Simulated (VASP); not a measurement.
**Os: single point with LDA**

Os:

```
Os
1.0
     2.41207    0.00000    0.00000
     0.00000    2.41207    0.00000
     0.00000    0.00000    2.41207
Os
1
Cartesian
  0.0000 0.0000 0.0000
```

This cell differs from its parent crystal: volume scaled by 0.88.

```json
{
 "Program": "VASP 6.6.1",
 "Task": "single point",
 "Functional": "LDA",
 "Potentials or basis": "VASP PAW LDA potentials, release 64 (Os)",
 "Cutoff": "520 eV",
 "k mesh": "14 × 14 × 14",
 "Occupations": "fermi-dirac, width 0.1 eV",
 "Spin": "no spin polarisation",
 "Dipole correction": "no",
 "Further INCAR settings": "ALGO = Normal; EDIFF = 1e-07; NBANDS = 10"
}
```

```yaml
Pressure: 54.2 GPa
Band_gap_on_the_k_mesh: zero (band 4 reaches 16.07 eV, above the bottom of band 5 at 8.26 eV)
```

Levels at points of the mesh, in eV from the Fermi level:
```
           k point  band 1  band 2  band 3  band 4  band 5  band 6  band 7  band 8
(0.00, 0.00, 0.00)  -10.89   -7.51   -7.51    3.00    3.00    3.00   16.82   16.82
(0.50, 0.00, 0.00)   -7.31   -6.44   -1.53   -1.34   -1.34    3.46    9.08   15.85
(0.50, 0.50, 0.00)   -8.60   -5.48   -0.49   -0.49    5.10    5.10    6.14   16.05
(0.50, 0.50, 0.50)   -6.79   -6.79   -6.79    6.46    6.46    7.75   13.37   13.37
```

Wall time 4.4 s on 1 thread of Intel(R) Xeon(R) 6975P-C (Granite Rapids), on a shared host, peak memory 0.12 GiB.

Caveat: spin-orbit coupling is left out, which moves the levels of the heavy elements.
